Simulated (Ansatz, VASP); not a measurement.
# One calculation of TiO2, two programs

```
CELL_PARAMETERS angstrom
2.70603 -2.70666 0.00000
2.70603 2.70666 0.00000
-2.63353 0.00000 4.79664
ATOMIC_POSITIONS crystal
Ti 0.86589 0.13411 0.75000
Ti 0.13411 0.86589 0.25000
O 0.08876 0.33122 0.16715
O 0.91124 0.66878 0.83285
O 0.66878 0.91124 0.33285
O 0.33122 0.08876 0.66715
```

Alike in both runs: task single point; functional PBE; k mesh 6 × 6 × 5; occupations fermi-dirac, width 0.05 eV; no spin polarisation.

|  | VASP | Ansatz |
| --- | --- | --- |
| version | VASP 6.6.1 | Ansatz 0.2.0 |
| potentials or method | VASP PAW PBE potentials, release 64 (Ti_sv, O) | Ansatz PAW |
| plane-wave cutoff (eV) | 520 | 420 |
| valence electrons in the cell | 48 | 48 |

Ansatz gave:

- gap on the k mesh at the Fermi level (eV): 2.07
- least direct gap on the mesh (eV): 2.41
- pressure (GPa): -1.7
- traceless stress, the component that is largest in VASP (GPa): 0.38
- rms of the force components (eV/Å): 0.063

**Question.** Estimate VASP's values.

**Answer.** gap on the k mesh at the Fermi level (eV): 2.05; least direct gap on the mesh (eV): 2.39; pressure (GPa): -1.0; traceless stress, the component that is largest in VASP (GPa): 0.42; rms of the force components (eV/Å): 0.054.

Atom by atom the forces differ by 0.012 eV/Å (rms over components).

Noted on Ansatz's run: odd divisions of the mesh miss points on the zone boundary, where band edges often lie, so the gap on the mesh can be too wide.
